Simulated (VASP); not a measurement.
# TiAl: single point with PBEsol

The system is TiAl.

```
Ti Al
1.0
     2.70520    0.00000    0.00000
    -1.35260    2.34277    0.00000
     0.00000    0.00000    5.17350
Ti Al
1 1
Direct
  0.00000 0.00000 0.00000
  0.33333 0.66667 0.50000
```

```json
{
 "Program": "VASP 6.6.1",
 "Task": "single point",
 "Functional": "PBEsol",
 "Potentials or basis": "VASP PAW PBE potentials, release 64 (Ti_sv, Al)",
 "Cutoff": "520 eV",
 "k mesh": "18 × 18 × 10",
 "Occupations": "gaussian, width 0.15 eV",
 "Spin": "no spin polarisation"
}
```

```json
{
 "Pressure": "-0.1 GPa",
 "Band gap on the k mesh": "zero (an odd number of electrons rules out a gap without spin polarisation)"
}
```

Stress tensor (GPa, compression positive):
```
  9.62   0.00   0.00
  0.00   9.62   0.00
  0.00   0.00 -19.50
```

Levels at points of the mesh, in eV from the Fermi level:
| k point | band 5 | band 6 | band 7 | band 8 | band 9 | band 10 |
| --- | --- | --- | --- | --- | --- | --- |
| (0.00, 0.00, 0.00) | -9.49 | -3.13 | -3.06 | 1.23 | 1.23 | 2.01 |
| (0.50, 0.00, 0.00) | -3.66 | -2.57 | -1.82 | -1.54 | 2.39 | 3.45 |
| (0.00, 0.00, 0.50) | -8.95 | -5.70 | -1.43 | 1.23 | 1.23 | 3.12 |
| (0.50, 0.00, 0.50) | -3.58 | -2.67 | -2.17 | 0.64 | 0.94 | 1.62 |

It took 34 s on 1 thread of Intel(R) Xeon(R) 6975P-C (Granite Rapids), with other jobs on the host, peak memory 0.22 GiB.

Caveat: the stress differs along the axes, from -20 to 10 GPa; the PAW data sets were made with another functional, which shifts forces and pressure a little.
